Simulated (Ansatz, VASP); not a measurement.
## One calculation of BaF2, two programs

```
Ba F
1.0
     0.00000    3.12239    3.12239
     3.12239    0.00000    3.12239
     3.12239    3.12239    0.00000
Ba F
1 2
Direct
  0.00000 0.00000 0.00000
  0.25000 0.25000 0.25000
  0.75000 0.75000 0.75000
```

Alike in both runs: functional PBE; k mesh 6 × 6 × 6; occupations gaussian, width 0.02 eV; no spin polarisation.

Ansatz relaxed the structure, and its values are those at the end. VASP's run is a single point on that final structure, the one shown.

```csv
,VASP,Ansatz
version,VASP 6.6.1,Ansatz 0.2.0
potentials or method,"VASP PAW PBE potentials, release 64 (Ba_sv, F), cutoff 600 eV","scalar-relativistic, plane waves, PAW"
valence electrons in the cell,24,24
```

|  | VASP | Ansatz | Ansatz less VASP |
| --- | --- | --- | --- |
| gap on the k mesh at the Fermi level (eV) | 6.68 | 6.75 | +0.071 |
| least direct gap on the mesh (eV) | 6.74 | 6.82 | +0.081 |
| pressure (GPa) | 0.9 | 0.0 | -0.90 |

Spin-orbit coupling is off throughout.
